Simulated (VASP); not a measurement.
Set up this calculation in VASP 6.6.1, as the native input.

* Task: relaxation of cell and atoms
* Functional: r2SCAN
* Potentials or basis: VASP PAW PBE potentials, release 64 (Cs_sv, H)
* Cutoff: 550 eV
* k mesh: 4 × 4 × 4
* Occupations: fermi-dirac, width 0.01 eV
* Spin: no spin polarisation
* Target pressure: 15 GPa
* Dipole correction: no
* Further INCAR settings: ALGO = Normal; EDIFF = 1e-07; IBRION = 2; EDIFFG = -0.02; NSW = 80; ISIF = 3

The system is CsH.

```
Cs H
1.0
     0.00000    3.32000    3.32000
     3.32000    0.00000    3.32000
     3.32000    3.32000    0.00000
Cs H
1 1
Direct
  0.00000 0.00000 0.00000
  0.25000 0.25000 0.25000
```

One way to write it, as run:

POSCAR

```
CsH
1.0
    0.0000000000      3.3200000000      3.3200000000
    3.3200000000      0.0000000000      3.3200000000
    3.3200000000      3.3200000000      0.0000000000
Cs H
1 1
Direct
    0.0000000000      0.0000000000      0.0000000000
    0.2500000000      0.2500000000      0.2500000000
```

INCAR.step1

```
ALGO = Normal
EDIFF = 1E-5
EDIFFG = -0.005
ENCUT = 550
GGA = PE
GGA_COMPAT = F
IBRION = 2
ISIF = 3
ISMEAR = -1
LASPH = T
LCHARG = F
LREAL = F
LWAVE = T
NELM = 120
NELMIN = 4
NSW = 100
PREC = Accurate
SIGMA = 0.01
```

INCAR.step2

```
ALGO = Normal
EDIFF = 1E-7
EDIFFG = -0.02
ENCUT = 550
GGA_COMPAT = F
IBRION = 2
ISIF = 3
ISMEAR = -1
ISTART = 1
LASPH = T
LCHARG = F
LMIXTAU = T
LREAL = F
LWAVE = F
METAGGA = R2SCAN
NELM = 120
NELMIN = 4
NSW = 80
PREC = Accurate
PSTRESS = 150.0
SIGMA = 0.01
```

KPOINTS

```
k-points
0
Gamma
  4 4 4
```

Potentials or basis: VASP PAW PBE potentials, release 64 (Cs_sv, H).

Launch:

```sh
$ cat potpaw_PBE.64/Cs_sv/POTCAR potpaw_PBE.64/H/POTCAR > POTCAR
$ cp INCAR.step1 INCAR
$ mpirun -np 1 vasp_std > vasp.out
$ cp INCAR.step2 INCAR
$ mpirun -np 1 vasp_std > vasp.out
```

It gave:

| Item | Value |
| --- | --- |
| Relaxed volume | 21.09 Å³/atom |
| Relaxed cell | a = 3.907 Å, b = 3.907 Å, c = 3.907 Å, α = 60.00°, β = 60.00°, γ = 60.00° |
| Space group after relaxing (to 0.1 Å) | F-43m (No. 216) |
| Energy change on relaxing (the run minimises the enthalpy) | +588.2 meV/atom |
| Ionic steps | 4 |
| Pressure after relaxing | 15.1 GPa |
| Band gap on the k mesh | 1.58 eV (least direct gap 2.62 eV) |

Caveat: the cell is relaxed towards a set pressure, so the run minimises the enthalpy, not the energy; the volume moved by over 15 % at a fixed basis, so the end points are rough; the PAW data sets were made with another functional, which shifts forces and pressure a little; spin-orbit coupling is left out, which moves the levels of the heavy elements.

Wall time 71 s on 1 thread of Intel(R) Xeon(R) 6975P-C (Granite Rapids), on a shared host, peak memory 0.22 GiB.
